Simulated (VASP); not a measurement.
# ZnS (P6_3mc) in VASP: further runs

Runs on ZnS. Level: PBE. Tasks: single point.

All numbers are computed with VASP 6.6.1; they aren't measurements. Logs are shortened: lines on timing, memory, paths and dates and some standing lists are left out, and cuts for length are marked.

### Step 1. The cell of the first run

It takes space group P6_3mc (No. 186, hexagonal). Conventional cell: a = 3.767 Å, b = 3.767 Å, c = 6.182 Å, α = 90.00°, β = 90.00°, γ = 120.00°. Zn (site symmetry 3m) has 4 S at 2.31 Å within 3.1 Å. Within 3.1 Å of S (site symmetry 3m) lie 4 Zn at 2.31 Å.

### Step 2. Single point, PBE (strain -1.0%)

INCAR

```
SYSTEM = ZnS
PREC = Accurate
ENCUT = 520
EDIFF = 1E-7
ISMEAR = -1
SIGMA = 0.02
LREAL = .False.
LASPH = .True.
NELM = 60
ALGO = Normal
ISIF = 2
LWAVE = .False.
LCHARG = .True.
GGA = PE
LELF = .True.
LVHAR = .True.
NBANDS = 26
```

KPOINTS

```
regular mesh
0
Gamma
  12 12 4
  0 0 0
```

POSCAR

```
ZnS
1.0
    3.7673963481      0.0000000000      0.0000000000
   -1.8836981740      3.2626609436      0.0000000000
    0.0000000000      0.0000000000      6.1815531800
Zn S
2 2
Direct
    0.3333333333      0.6666666667      0.0004676507
    0.6666666667      0.3333333333      0.5004676507
    0.3333333333      0.6666666667      0.3745323493
    0.6666666667      0.3333333333      0.8745323493
```

Potentials or basis: VASP PAW PBE potentials, release 64 (Zn, S).

Launch:

```console
cat potpaw_PBE.64/Zn/POTCAR potpaw_PBE.64/S/POTCAR > POTCAR
mpirun -np 1 vasp_std > vasp.out
```

OUTCAR:

```text
SYSTEM = ZnS
   PREC = Accurate
   ENCUT = 520
   EDIFF = 1E-7
   ISMEAR = -1
   LREAL = .False.
   LASPH = .True.
   NELM = 60
   ISIF = 2
   GGA = PE

 ion  position               nearest neighbor table
   1  0.333  0.667  0.000-   4 2.31   4 2.31   4 2.31   3 2.31
   2  0.667  0.333  0.500-   3 2.31   3 2.31   3 2.31   4 2.31
   3  0.333  0.667  0.375-   2 2.31   2 2.31   2 2.31   1 2.31
   4  0.667  0.333  0.875-   1 2.31   1 2.31   1 2.31   2 2.31

  LATTYP: Found a hexagonal cell.
 ALAT       =     3.7673963481
 C/A-ratio  =     1.6408024558

  Lattice vectors:

 A1 = (   3.7673963481,   0.0000000000,   0.0000000000)
 A2 = (  -1.8836981740,   3.2626609436,   0.0000000000)
 A3 = (   0.0000000000,   0.0000000000,   6.1815531800)

Analysis of symmetry for initial positions (statically):
=====================================================================
 Subroutine PRICEL returns:
 Original cell was already a primitive cell.

 Routine SETGRP: Setting up the symmetry group for a
 hexagonal supercell.

 Subroutine GETGRP returns: Found 12 space group operations
 (whereof  6 operations were pure point group operations)
 out of a pool of 24 trial point group operations.

The static configuration has the point symmetry C_3v.
 The point group associated with its full space group is C_6v.

Analysis of symmetry for dynamics (positions and initial velocities):
=====================================================================
 Subroutine PRICEL returns:
 Original cell was already a primitive cell.

 Routine SETGRP: Setting up the symmetry group for a
 hexagonal supercell.

 Subroutine GETGRP returns: Found 12 space group operations
 (whereof  6 operations were pure point group operations)
 out of a pool of 24 trial point group operations.

The dynamic configuration has the point symmetry C_3v.
 The point group associated with its full space group is C_6v.

 Subroutine INISYM returns: Found 12 space group operations
 (whereof  6 operations are pure point group operations),
 and found     1 'primitive' translations

----------------------------------------------------------------------------------------

                                     Primitive cell

  volume of cell :      75.9820

  direct lattice vectors                    reciprocal lattice vectors
     3.767396348  0.000000000  0.000000000     0.265435305  0.153249145  0.000000000
    -1.883698174  3.262660944  0.000000000     0.000000000  0.306498290  0.000000000
     0.000000000  0.000000000  6.181553180     0.000000000  0.000000000  0.161771641

  length of vectors
     3.767396348  3.767396348  6.181553180     0.306498290  0.306498290  0.161771641

  position of ions in fractional coordinates (direct lattice)
     0.333333333  0.666666667  0.000467651
     0.666666667  0.333333333  0.500467651
     0.333333333  0.666666667  0.374532349
     0.666666667  0.333333333  0.874532349

  ion indices of the primitive-cell ions
   primitive index   ion index
                 1           1
                 2           2
                 3           3
                 4           4

----------------------------------------------------------------------------------------

 KPOINTS: regular mesh

Automatic generation of k-mesh.
 Grid dimensions read from file:
 generate k-points for:   12   12    4

 Generating k-lattice:

  Cartesian coordinates                     Fractional coordinates (reciprocal lattice)
     0.022119609  0.012770762  0.000000000     0.083333333  0.000000000  0.000000000
     0.000000000  0.025541524  0.000000000     0.000000000  0.083333333  0.000000000
     0.000000000  0.000000000  0.040442910     0.000000000  0.000000000  0.250000000

  Length of vectors
     0.025541524  0.025541524  0.040442910

  Shift w.r.t. Gamma in fractional coordinates (k-lattice)
     0.000000000  0.000000000  0.000000000

 Subroutine IBZKPT returns following result:
 ===========================================

 Found     57 irreducible k-points:

 Following reciprocal coordinates:
            Coordinates               Weight
  0.000000  0.000000  0.000000      1.000000
  0.083333  0.000000  0.000000      6.000000
  0.166667 -0.000000  0.000000      6.000000
  0.250000 -0.000000  0.000000      6.000000
  0.333333 -0.000000  0.000000      6.000000
  0.416667  0.000000  0.000000      6.000000
[... 16 lines left out ...]
  0.250000 -0.000000  0.250000     12.000000
  0.333333 -0.000000  0.250000     12.000000
 [... further k-points ...]
   k-points           NKPTS =     57   k-points in BZ     NKDIM =     57   number of bands    NBANDS=     26
   number of dos      NEDOS =    301   number of ions     NIONS =      4
   total plane-waves  NPLWV =  37632
   dimension x,y,z NGX =    28 NGY =   28 NGZ =   48
   dimension x,y,z NGXF=    56 NGYF=   56 NGZF=   96
   ions per type =               2   2
   NGX,Y,Z   is equivalent  to a cutoff of  12.36, 12.36, 12.91 a.u.
   NGXF,Y,Z  is equivalent  to a cutoff of  24.71, 24.71, 25.82 a.u.
 SYSTEM =  ZnS
   PREC   = accura    normal or accurate (medium, high low for compatibility)
   ISTART =      0    job   : 0-new  1-cont  2-samecut
   ICHARG =      2    charge: 1-file 2-atom 10-const
   ISPIN  =      1    spin polarized calculation?
   LNONCOLLINEAR =      F non collinear calculations
   LSORBIT =      F    spin-orbit coupling
   LASPH  =      T    aspherical Exc in radial PAW
   ENCUT  =  520.0 eV  38.22 Ry    6.18 a.u.   7.00  7.00 11.49*2*pi/ulx,y,z
   NELM   =     60;   NELMIN=  2; NELMDL= -5     # of ELM steps
   EDIFF  = 0.1E-06   stopping-criterion for ELM
   LREAL  =      F    real-space projection
   EDIFFG = 0.1E-05   stopping-criterion for IOM
   NSW    =      0    number of steps for IOM
   IBRION =     -1    ionic relax: 0-MD 1-quasi-New 2-CG
   NFREE  =      0    steps in history (QN), initial steepest desc. (CG)
   ISIF   =      2    stress and relaxation
   ISYM   =      2    0-nonsym 1-usesym 2-fastsym
   POTIM  = 0.5000    time-step for ionic-motion
   TEBEG  =    0.0;   TEEND  =   0.0 temperature during run
   PSTRESS=    0.0 pullay stress
   NELECT =      36.0000    total number of electrons
   NUPDOWN=      -1.0000    fix difference up-down
   EMIN   =  10.00;   EMAX   =-10.00  energy-range for DOS
   EFERMI =   0.00;   METHOD = LEGACY
   ISMEAR =    -1;   SIGMA  =   0.02  broadening in eV -4-tet -1-fermi 0-gaus
   EFERMI_NEDOS =   21; number of points for ismear=-14 and -15
   IALGO  =     38    algorithm
   IMIX   =      4    mixing-type and parameters
     AMIX     =   0.40;   BMIX     =  1.00
     AMIX_MAG =   1.60;   BMIX_MAG =  1.00
  volume/ion in A,a.u.               =      19.00       128.19
  Fermi-wavevector in a.u.,A,eV,Ry     =   1.276259  2.411779 22.161662  1.628836
  Thomas-Fermi vector in A             =   2.408925
   LORBIT       =      0    0 simple, 1 ext, 2 COOP (PROOUT), +10 PAW based schemes
   GGA     = PE    functional components
   LHFCALC =     F    Hartree Fock is set to
   AEXX    =    0.0000 exact exchange contribution
   IVDW    =     0    specifies the selected vdW correction
   LEPSILON=     F    determine dielectric tensor
   LRPA    =     F    only Hartree local field effects (RPA)
 non-spin polarized calculation
  energy-cutoff  :      520.00
  volume of cell :       75.98
 maximum number of plane-waves:      2067
 NGX is ok and might be reduce to    28
   NGX = 13   NGY = 13   NGZ = 23

 number of electron      35.9999969 magnetization

 Free energy of the ion-electron system (eV)
  ---------------------------------------------------
  ext. energy  EPLUGINS =         0.00000000
  ---------------------------------------------------
  free energy    TOTEN  =       -13.62047633 eV

  energy without entropy =      -13.62047633  energy(sigma->0) =      -13.62047633

 E-fermi :   2.8916     XC(G=0):  -9.8032

 val. band max:        2.4873844378   @ k =   0.0000   0.0000   0.0000
 cond. band min:       4.8435226244   @ k =   0.0000   0.0000   0.0000
 fundamental gap:      2.3561381866
 Fermi energy:         2.8916342066

 k-point     1 :       0.0000    0.0000    0.0000
  band No.  band energies     occupation
      1     -10.9519      2.00000
      2      -9.9501      2.00000
      3      -4.0184      2.00000
      4      -4.0008      2.00000
      5      -4.0008      2.00000
      6      -3.9123      2.00000
[... 18 lines left out ...]
     25      10.1961      0.00000
     26      11.9165      0.00000

 k-point     2 :       0.0833    0.0000    0.0000
  band No.  band energies     occupation
      1     -10.9017      2.00000
      2      -9.9215      2.00000
      3      -4.0133      2.00000
      4      -4.0003      2.00000
      5      -3.9906      2.00000
      6      -3.9080      2.00000
[... 18 lines left out ...]
     25      10.4199      0.00000
     26      11.5588      0.00000

 k-point     3 :       0.1667   -0.0000    0.0000
  band No.  band energies     occupation
      1     -10.7578      2.00000
      2      -9.8441      2.00000
      3      -4.0203      2.00000
      4      -3.9785      2.00000
      5      -3.9642      2.00000
      6      -3.8894      2.00000
[... 18 lines left out ...]
     25      10.8002      0.00000
     26      11.0371      0.00000

 k-point     4 :       0.2500   -0.0000    0.0000
  band No.  band energies     occupation
      1     -10.5410      2.00000
      2      -9.7424      2.00000
      3      -4.0270      2.00000
      4      -3.9510      2.00000
      5      -3.9329      2.00000
      6      -3.8414      2.00000
[... 18 lines left out ...]
     25      11.0803      0.00000
     26      11.4227      0.00000

 k-point     5 :       0.3333   -0.0000    0.0000
  band No.  band energies     occupation
      1     -10.2895      2.00000
      2      -9.6541      2.00000
      3      -4.0200      2.00000
      4      -3.9197      2.00000
      5      -3.9082      2.00000
      6      -3.7581      2.00000
[... 18 lines left out ...]
     25      11.2260      0.00000
     26      12.3489      0.00000

 k-point     6 :       0.4167    0.0000    0.0000
  band No.  band energies     occupation
      1     -10.0647      2.00000
      2      -9.6146      2.00000
      3      -4.0076      2.00000
      4      -3.8948      2.00000
      5      -3.8572      2.00000
      6      -3.6932      2.00000
[... 427 lines left out ...]
 k-point    21 :       0.0833    0.0000    0.2500
  band No.  band energies     occupation
      1     -10.7779      2.00000
      2     -10.0890      2.00000
      3      -4.0306      2.00000
      4      -3.9852      2.00000
      5      -3.9810      2.00000
      6      -3.9294      2.00000
[... 18 lines left out ...]
     25      10.0517      0.00000
     26      11.0705      0.00000

 k-point    22 :       0.1667   -0.0000    0.2500
  band No.  band energies     occupation
      1     -10.6403      2.00000
      2      -9.9971      2.00000
      3      -4.0382      2.00000
      4      -3.9709      2.00000
      5      -3.9520      2.00000
      6      -3.9139      2.00000
[... 18 lines left out ...]
     25      10.6456      0.00000
     26      10.9843      0.00000

 k-point    23 :       0.2500   -0.0000    0.2500
  band No.  band energies     occupation
      1     -10.4349      2.00000
      2      -9.8713      2.00000
      3      -4.0445      2.00000
      4      -3.9631      2.00000
      5      -3.9159      2.00000
      6      -3.8599      2.00000
[... 18 lines left out ...]
     25      11.0615      0.00000
     26      11.4814      0.00000

 k-point    24 :       0.3333   -0.0000    0.2500
  band No.  band energies     occupation
      1     -10.2006      2.00000
      2      -9.7507      2.00000
      3      -4.0398      2.00000
      4      -3.9504      2.00000
      5      -3.8853      2.00000
      6      -3.7728      2.00000
[... 18 lines left out ...]
     25      11.4317      0.00000
     26      12.3765      0.00000

 [... further k-points ...]

------------------------ aborting loop because EDIFF is reached ----------------------------------------

  FORCE on cell =-STRESS in cart. coord.  units (eV):
  Direction    XX          YY          ZZ          XY          YZ          ZX
  --------------------------------------------------------------------------------------
  -------------------------------------------------------------------------------------
  Total        2.3401754      2.3401754      2.4093643      0.0000000      0.0000000      0.0000000
  in kB       49.3455647     49.3455647     50.8044997      0.0000000      0.0000000      0.0000000
  external PRESSURE =      49.8318764 kB  Pullay stress =       0.0000000 kB

 VOLUME and BASIS-vectors are now :
 -----------------------------------------------------------------------------
  energy-cutoff  :      520.00
  volume of cell :       75.98
      direct lattice vectors                 reciprocal lattice vectors
     3.767396348  0.000000000  0.000000000     0.265435305  0.153249145  0.000000000
    -1.883698174  3.262660944  0.000000000     0.000000000  0.306498290  0.000000000
     0.000000000  0.000000000  6.181553180     0.000000000  0.000000000  0.161771641

 POSITION                                       TOTAL-FORCE (eV/Angst)
 -----------------------------------------------------------------------------------
     -0.00000      2.17511      0.00289         0.000000      0.000000      0.000768
      1.88370      1.08755      3.09367        -0.000000     -0.000000      0.000768
     -0.00000      2.17511      2.31519        -0.000000     -0.000000     -0.000768
      1.88370      1.08755      5.40597         0.000000     -0.000000     -0.000768
 -----------------------------------------------------------------------------------
    total drift:                               -0.000001     -0.000001      0.001365

  FREE ENERGIE OF THE ION-ELECTRON SYSTEM (eV)
  ---------------------------------------------------
  free  energy   TOTEN  =       -13.6204763330 eV

  energy  without entropy=      -13.6204763330  energy(sigma->0) =      -13.62047633
```

Wall time 83 s (1 thread of Intel Xeon Platinum 8259CL at 2.50GHz (Skylake/Cascade Lake), shared host); peak memory 0.24 GiB.

What came out:

- Free energy: -13.6205 eV
- Pressure: 5.0 GPa
- Band gap on the k mesh: 2.36 eV

Stress tensor (GPa, compression positive):
```
4.93 0.00 0.00
0.00 4.93 0.00
0.00 0.00 5.08
```

Levels at points of the mesh, in eV from the valence-band top:
| k point | band 15 | band 16 | band 17 | band 18 | band 19 | band 20 | band 21 | band 22 |
| --- | --- | --- | --- | --- | --- | --- | --- | --- |
| (0.00, 0.00, 0.00) | -0.95 | -0.09 | 0.00 | 0.00 | 2.36 | 3.17 | 6.29 | 6.29 |
| (0.50, 0.00, 0.00) | -3.44 | -2.36 | -1.79 | -0.93 | 3.63 | 4.34 | 5.08 | 6.88 |
| (0.00, 0.00, 0.50) | -0.50 | -0.50 | -0.50 | -0.50 | 3.66 | 3.66 | 6.75 | 6.75 |
| (0.50, 0.00, 0.50) | -1.72 | -1.72 | -1.70 | -1.70 | 3.55 | 3.55 | 5.20 | 5.20 |

Caveat: the cell differs from its parent crystal (strain -1.0%); the cell stands under pressure.

### Step 3. Single point, PBE

This run uses another cell than the first one, of 19.58 Å³/atom.

INCAR

```
SYSTEM = ZnS
  PREC = Accurate
  ENCUT = 520
  EDIFF = 1E-6
  ISMEAR = -1
  SIGMA = 0.02
  LREAL = .False.
  LASPH = .True.
  NELM = 100
  ALGO = Normal
  ISIF = 2
  LWAVE = .False.
  LCHARG = .False.
  GGA = PE
  NBANDS = 26
```

KPOINTS is that of step 2.

POSCAR

```
ZnS
1.0
    3.8054508567      0.0000000000      0.0000000000
   -1.9027254283      3.2956171147      0.0000000000
    0.0000000000      0.0000000000      6.2439931111
Zn S
2 2
Direct
    0.3333333333      0.6666666667      0.0003381268
    0.6666666667      0.3333333333      0.5003381268
    0.3333333333      0.6666666667      0.3746618732
    0.6666666667      0.3333333333      0.8746618732
```

Potentials or basis: VASP PAW PBE potentials, release 64 (Zn, S).

Launch:

```console
cat potpaw_PBE.64/Zn/POTCAR potpaw_PBE.64/S/POTCAR > POTCAR
mpirun -np 1 vasp_std > vasp.out
```

Wall time 81 s (1 thread of Intel Xeon Platinum 8259CL at 2.50GHz (Skylake/Cascade Lake), shared host); peak memory 0.24 GiB.

Results (log left out):

| Item | Value |
| --- | --- |
| Free energy | -13.6742 eV |
| Pressure | 2.4 GPa |
| Largest force | 0.004 eV/Å |
| Band gap on the k mesh | 2.22 eV |

Forces in eV/Å, atoms in the order of the input:
```
Zn   0.000  0.000  0.004
Zn   0.000  0.000  0.004
S    0.000  0.000 -0.004
S    0.000  0.000 -0.004
```

Levels at points of the mesh, in eV from the valence-band top:
```csv
k point,band 14,band 15,band 16,band 17,band 18,band 19,band 20,band 21,band 22,band 23
"(0.00, 0.00, 0.00)",-0.90,-0.90,-0.08,0.00,0.00,2.22,3.11,6.31,6.31,6.57
"(0.50, 0.00, 0.00)",-4.13,-3.29,-2.25,-1.70,-0.89,3.66,4.26,5.11,6.91,7.41
"(0.00, 0.00, 0.50)",-2.88,-0.47,-0.47,-0.47,-0.47,3.57,3.57,6.77,6.77,6.77
"(0.50, 0.00, 0.50)",-4.88,-1.64,-1.64,-1.62,-1.62,3.55,3.55,5.22,5.22,8.82
```

[end of part 1 of 2]
